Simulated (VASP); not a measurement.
# Pt in VASP: notebook

Pt is run at these levels: r2SCAN, r2SCAN+D3(BJ), PBE; tasks: electric field gradients.

All numbers are computed with VASP 6.6.1; they aren't measurements. Logs are shortened: lines on timing, memory, paths and dates and some standing lists are left out, and cuts for length are marked.

### 1 The cell of the first run

The structure is cubic, space group Fm-3m (No. 225). Conventional cell: a = 3.863 Å, b = 3.863 Å, c = 3.863 Å, α = 90.00°, β = 90.00°, γ = 90.00°. Within 3.6 Å of Pt (site symmetry m-3m) lie 12 Pt at 2.73 Å.

### 2 Electric field gradients, r2SCAN (functional r2scan, volume scaled by 0.96)

POSCAR reads:

```
Pt
1.0
    0.0000000000      1.9314386481      1.9314386481
    1.9314386481      0.0000000000      1.9314386481
    1.9314386481      1.9314386481      0.0000000000
Pt
1
Direct
    0.0000000000      0.0000000000      0.0000000000
```

INCAR.step1 reads:

```
PREC = Accurate
ENCUT = 520
ISMEAR = -1
SIGMA = 0.03
LREAL = F
LASPH = T
NELM = 80
NBANDS = 11
GGA = PE
ALGO = Normal
EDIFF = 1E-4
LWAVE = T
LCHARG = F
```

INCAR.step2 reads:

```
PREC = Accurate
ENCUT = 520
EDIFF = 1E-8
ISMEAR = -1
SIGMA = 0.03
LREAL = F
LASPH = T
NELM = 80
ALGO = Normal
ISIF = 2
LWAVE = F
LCHARG = F
METAGGA = R2SCAN
LMIXTAU = T
LEFG = T
NBANDS = 11
ISTART = 1
```

KPOINTS reads:

```
regular mesh
0
Gamma
  18 18 18
```

Potentials or basis: VASP PAW PBE potentials, release 64 (Pt).

Started as:

```console
> cat potpaw_PBE.64/Pt/POTCAR > POTCAR
> cp INCAR.step1 INCAR
> mpirun -np 1 vasp_std > vasp.out
> cp INCAR.step2 INCAR
> mpirun -np 1 vasp_std > vasp.out
```

OUTCAR:

```text
PREC = Accurate
   ENCUT = 520
   EDIFF = 1E-8
   ISMEAR = -1
   LREAL = F
   LASPH = T
   NELM = 80
   ISIF = 2
   METAGGA = R2SCAN
   ISTART = 1

 ion  position               nearest neighbor table
   1  0.000  0.000  0.000-

  LATTYP: Found a face centered cubic cell.
 ALAT       =     3.8628772962

  Lattice vectors:

 A1 = (   0.0000000000,   1.9314386481,   1.9314386481)
 A2 = (   1.9314386481,   0.0000000000,   1.9314386481)
 A3 = (   1.9314386481,   1.9314386481,   0.0000000000)

Analysis of symmetry for initial positions (statically):
=====================================================================
 Subroutine PRICEL returns:
 Original cell was already a primitive cell.

 Routine SETGRP: Setting up the symmetry group for a
 face centered cubic supercell.

 Subroutine GETGRP returns: Found 48 space group operations
 (whereof 48 operations were pure point group operations)
 out of a pool of 48 trial point group operations.

The static configuration has the point symmetry O_h .

Analysis of symmetry for dynamics (positions and initial velocities):
=====================================================================
 Subroutine PRICEL returns:
 Original cell was already a primitive cell.

 Routine SETGRP: Setting up the symmetry group for a
 face centered cubic supercell.

 Subroutine GETGRP returns: Found 48 space group operations
 (whereof 48 operations were pure point group operations)
 out of a pool of 48 trial point group operations.

The dynamic configuration has the point symmetry O_h .

 Subroutine INISYM returns: Found 48 space group operations
 (whereof 48 operations are pure point group operations),
 and found     1 'primitive' translations

----------------------------------------------------------------------------------------

                                     Primitive cell

  volume of cell :      14.4103

  direct lattice vectors                    reciprocal lattice vectors
     0.000000000  1.931438648  1.931438648    -0.258874389  0.258874389  0.258874389
     1.931438648  0.000000000  1.931438648     0.258874389 -0.258874389  0.258874389
     1.931438648  1.931438648  0.000000000     0.258874389  0.258874389 -0.258874389

  length of vectors
     2.731466731  2.731466731  2.731466731     0.448383595  0.448383595  0.448383595

  position of ions in fractional coordinates (direct lattice)
     0.000000000  0.000000000  0.000000000

  ion indices of the primitive-cell ions
   primitive index   ion index
                 1           1

----------------------------------------------------------------------------------------

 KPOINTS: regular mesh

Automatic generation of k-mesh.
 Grid dimensions read from file:
 generate k-points for:   18   18   18

 Generating k-lattice:

  Cartesian coordinates                     Fractional coordinates (reciprocal lattice)
    -0.014381911  0.014381911  0.014381911     0.055555556  0.000000000  0.000000000
     0.014381911 -0.014381911  0.014381911     0.000000000  0.055555556  0.000000000
     0.014381911  0.014381911 -0.014381911     0.000000000  0.000000000  0.055555556

  Length of vectors
     0.024910200  0.024910200  0.024910200

  Shift w.r.t. Gamma in fractional coordinates (k-lattice)
     0.000000000  0.000000000  0.000000000

 Subroutine IBZKPT returns following result:
 ===========================================

 Found    195 irreducible k-points:

 Following reciprocal coordinates:
            Coordinates               Weight
  0.000000  0.000000  0.000000      1.000000
  0.055556  0.000000  0.000000      8.000000
  0.111111  0.000000  0.000000      8.000000
  0.166667  0.000000  0.000000      8.000000
  0.222222  0.000000  0.000000      8.000000
  0.277778  0.000000  0.000000      8.000000
[... 16 lines left out ...]
 -0.277778  0.055556  0.000000     24.000000
 -0.222222  0.055556  0.000000     24.000000
 [... further k-points ...]
   k-points           NKPTS =    195   k-points in BZ     NKDIM =    195   number of bands    NBANDS=     11
   number of dos      NEDOS =    301   number of ions     NIONS =      1
   total plane-waves  NPLWV =   8000
   dimension x,y,z NGX =    20 NGY =   20 NGZ =   20
   dimension x,y,z NGXF=    40 NGYF=   40 NGZF=   40
   ions per type =               1
   NGX,Y,Z   is equivalent  to a cutoff of  12.17, 12.17, 12.17 a.u.
   NGXF,Y,Z  is equivalent  to a cutoff of  24.35, 24.35, 24.35 a.u.
 SYSTEM =  unknown system
   PREC   = accura    normal or accurate (medium, high low for compatibility)
   ISTART =      1    job   : 0-new  1-cont  2-samecut
   ICHARG =      0    charge: 1-file 2-atom 10-const
   ISPIN  =      1    spin polarized calculation?
   LNONCOLLINEAR =      F non collinear calculations
   LSORBIT =      F    spin-orbit coupling
   LASPH  =      T    aspherical Exc in radial PAW
   ENCUT  =  520.0 eV  38.22 Ry    6.18 a.u.   5.08  5.08  5.08*2*pi/ulx,y,z
   NELM   =     80;   NELMIN=  2; NELMDL=  0     # of ELM steps
   EDIFF  = 0.1E-07   stopping-criterion for ELM
   LREAL  =      F    real-space projection
   EDIFFG = 0.1E-06   stopping-criterion for IOM
   NSW    =      0    number of steps for IOM
   IBRION =     -1    ionic relax: 0-MD 1-quasi-New 2-CG
   NFREE  =      0    steps in history (QN), initial steepest desc. (CG)
   ISIF   =      2    stress and relaxation
   ISYM   =      2    0-nonsym 1-usesym 2-fastsym
   POTIM  = 0.5000    time-step for ionic-motion
   TEBEG  =    0.0;   TEEND  =   0.0 temperature during run
   PSTRESS=    0.0 pullay stress
   NELECT =      10.0000    total number of electrons
   NUPDOWN=      -1.0000    fix difference up-down
   EMIN   =  10.00;   EMAX   =-10.00  energy-range for DOS
   EFERMI =   0.00;   METHOD = LEGACY
   ISMEAR =    -1;   SIGMA  =   0.03  broadening in eV -4-tet -1-fermi 0-gaus
   EFERMI_NEDOS =   21; number of points for ismear=-14 and -15
   IALGO  =     38    algorithm
   IMIX   =      4    mixing-type and parameters
     AMIX     =   0.40;   BMIX     =  1.00
     AMIX_MAG =   1.60;   BMIX_MAG =  1.00
  volume/ion in A,a.u.               =      14.41        97.25
  Fermi-wavevector in a.u.,A,eV,Ry     =   1.449386  2.738941 28.582008  2.100718
  Thomas-Fermi vector in A             =   2.567118
   LORBIT       =      0    0 simple, 1 ext, 2 COOP (PROOUT), +10 PAW based schemes
   METAGGA = R2SCAN    functional components
   LHFCALC =     F    Hartree Fock is set to
   AEXX    =    0.0000 exact exchange contribution
   IVDW    =     0    specifies the selected vdW correction
   LEPSILON=     F    determine dielectric tensor
   LRPA    =     F    only Hartree local field effects (RPA)
 non-spin polarized calculation
  energy-cutoff  :      520.00
  volume of cell :       14.41
 maximum number of plane-waves:       397
   NGX = 11   NGY = 11   NGZ = 11

 number of electron       9.9999999 magnetization

 Free energy of the ion-electron system (eV)
  ---------------------------------------------------
  ext. energy  EPLUGINS =         0.00000000
  ---------------------------------------------------
  free energy    TOTEN  =       -51.44553070 eV

  energy without entropy =      -51.43982101  energy(sigma->0) =      -51.44267586

 E-fermi :  11.9208     XC(G=0): -14.9603

 val. band max:       11.9190740986   @ k =  -0.2778   0.3889   0.1667
 cond. band min:      11.9254409780   @ k =   0.4444   0.1111   0.0000
 fundamental gap:      0.0063668794
 Fermi energy:        11.9207756874

 k-point     1 :       0.0000    0.0000    0.0000
  band No.  band energies     occupation
      1       0.8738      2.00000
      2       7.6962      2.00000
      3       7.6962      2.00000
      4       7.6962      2.00000
      5      10.0365      2.00000
      6      10.0365      2.00000
      7      27.2502      0.00000
      8      32.6955      0.00000
      9      32.6955      0.00000
     10      32.6955      0.00000
     11      38.7447      0.00000

 k-point     2 :       0.0556    0.0000    0.0000
  band No.  band energies     occupation
      1       1.0097      2.00000
      2       7.6329      2.00000
      3       7.7517      2.00000
      4       7.7517      2.00000
      5      10.0046      2.00000
      6      10.0046      2.00000
      7      27.4673      0.00000
      8      32.0208      0.00000
      9      32.9079      0.00000
     10      32.9079      0.00000
     11      39.5108      0.00000

 k-point     3 :       0.1111    0.0000    0.0000
  band No.  band energies     occupation
      1       1.4040      2.00000
      2       7.4713      2.00000
      3       7.8962      2.00000
      4       7.8962      2.00000
      5       9.9370      2.00000
      6       9.9370      2.00000
      7      28.0612      0.00000
      8      30.5823      0.00000
      9      33.5264      0.00000
     10      33.5264      0.00000
     11      40.4210      0.00000

 k-point     4 :       0.1667    0.0000    0.0000
  band No.  band energies     occupation
      1       2.0098      2.00000
      2       7.2944      2.00000
      3       8.0559      2.00000
      4       8.0559      2.00000
      5       9.9219      2.00000
      6       9.9219      2.00000
      7      28.8272      0.00000
      8      28.9335      0.00000
      9      34.4932      0.00000
     10      34.4932      0.00000
     11      38.7561      0.00000
[... 239 lines left out ...]
 k-point    22 :      -0.3333    0.0556    0.0000
  band No.  band energies     occupation
      1       3.8881      2.00000
      2       7.7734      2.00000
      3       7.8943      2.00000
      4       8.4763      2.00000
      5      10.8429      2.00000
      6      11.6810      1.99932
      7      22.5004      0.00000
      8      28.1344      0.00000
      9      33.0005      0.00000
     10      35.0901      0.00000
     11      38.3725      0.00000

 k-point    23 :      -0.2778    0.0556    0.0000
  band No.  band energies     occupation
      1       3.6245      2.00000
      2       7.5554      2.00000
      3       7.9893      2.00000
      4       8.0621      2.00000
      5      10.2828      2.00000
      6      11.1057      2.00000
      7      24.6645      0.00000
      8      28.9210      0.00000
      9      34.0274      0.00000
     10      36.6363      0.00000
     11      37.0734      0.00000

 k-point    24 :      -0.2222    0.0556    0.0000
  band No.  band energies     occupation
      1       3.0681      2.00000
      2       7.1649      2.00000
      3       8.1155      2.00000
      4       8.1886      2.00000
      5       9.8351      2.00000
      6      10.6007      2.00000
      7      26.6573      0.00000
      8      29.4535      0.00000
      9      34.5000      0.00000
     10      35.9622      0.00000
     11      37.2087      0.00000

 [... further k-points ...]

------------------------ aborting loop because EDIFF is reached ----------------------------------------

  FORCE on cell =-STRESS in cart. coord.  units (eV):
  Direction    XX          YY          ZZ          XY          YZ          ZX
  --------------------------------------------------------------------------------------
  -------------------------------------------------------------------------------------
  Total        1.7974154      1.7974154      1.7974154      0.0000000      0.0000000     -0.0000000
  in kB      199.8417800    199.8417800    199.8417800      0.0000000      0.0000000     -0.0000000
  external PRESSURE =     199.8417800 kB  Pullay stress =       0.0000000 kB

 VOLUME and BASIS-vectors are now :
 -----------------------------------------------------------------------------
  energy-cutoff  :      520.00
  volume of cell :       14.41
      direct lattice vectors                 reciprocal lattice vectors
     0.000000000  1.931438648  1.931438648    -0.258874389  0.258874389  0.258874389
     1.931438648  0.000000000  1.931438648     0.258874389 -0.258874389  0.258874389
     1.931438648  1.931438648  0.000000000     0.258874389  0.258874389 -0.258874389

 POSITION                                       TOTAL-FORCE (eV/Angst)
 -----------------------------------------------------------------------------------
      0.00000      0.00000      0.00000         0.000000      0.000000      0.000000
 -----------------------------------------------------------------------------------
    total drift:                               -0.000000     -0.000000     -0.000000

  FREE ENERGIE OF THE ION-ELECTRON SYSTEM (eV)
  ---------------------------------------------------
  free  energy   TOTEN  =       -51.4455306970 eV

  energy  without entropy=      -51.4398210142  energy(sigma->0) =      -51.44267586

 Electric field gradients (V/A^2)
---------------------------------------------------------------------
 ion       V_xx      V_yy      V_zz      V_xy      V_xz      V_yz
---------------------------------------------------------------------
   1      -0.000    -0.000     0.000    -0.000    -0.000    -0.000
---------------------------------------------------------------------

 Electric field gradients after diagonalization (V/A^2)
 (convention: |V_zz| > |V_xx| > |V_yy|)
----------------------------------------------------------------------
 ion       V_xx      V_yy      V_zz     asymmetry (V_yy - V_xx)/ V_zz
----------------------------------------------------------------------
   1       0.000     0.000    -0.001       0.000
----------------------------------------------------------------------

           NMR quadrupolar parameters

 Cq : quadrupolar parameter    Cq=e*Q*V_zz/h
 eta: asymmetry parameters     (V_yy - V_xx)/ V_zz
 Q  : nuclear electric quadrupole moment in mb (millibarn)
----------------------------------------------------------------------
 ion       Cq(MHz)       eta       Q (mb)
----------------------------------------------------------------------
   1      -0.000       0.000       1.000
----------------------------------------------------------------------
```

Wall time 94 s (1 thread of AMD EPYC 7R13 (Zen 3), shared host); peak memory 0.12 GiB.

What came out:

```
Free energy            : -51.4455 eV
Pressure               : 20.0 GPa
Band gap on the k mesh : zero (band 5 reaches 12.49 eV, above the bottom of band 6 at 9.92 eV)
```

Levels at points of the mesh, in eV from the Fermi level:
```tsv
k point	band 2	band 3	band 4	band 5	band 6	band 7	band 8	band 9
(0.00, 0.00, 0.00)	-4.22	-4.22	-4.22	-1.88	-1.88	15.33	20.77	20.77
(0.50, 0.00, 0.00)	-4.33	-4.33	-0.50	0.03	0.03	6.53	14.99	20.29
(0.50, 0.50, 0.00)	-7.39	-0.05	0.57	0.57	1.86	9.87	12.17	12.17
```

Caveat: without QUAD_EFG the Cq values of the log hold for a quadrupole moment of 1 mb, not for the nuclei; the PAW data sets were made with another functional, which shifts forces and pressure a little; spin-orbit coupling is left out, which moves the levels of the heavy elements.

(Part 1 of 2 ends here.)
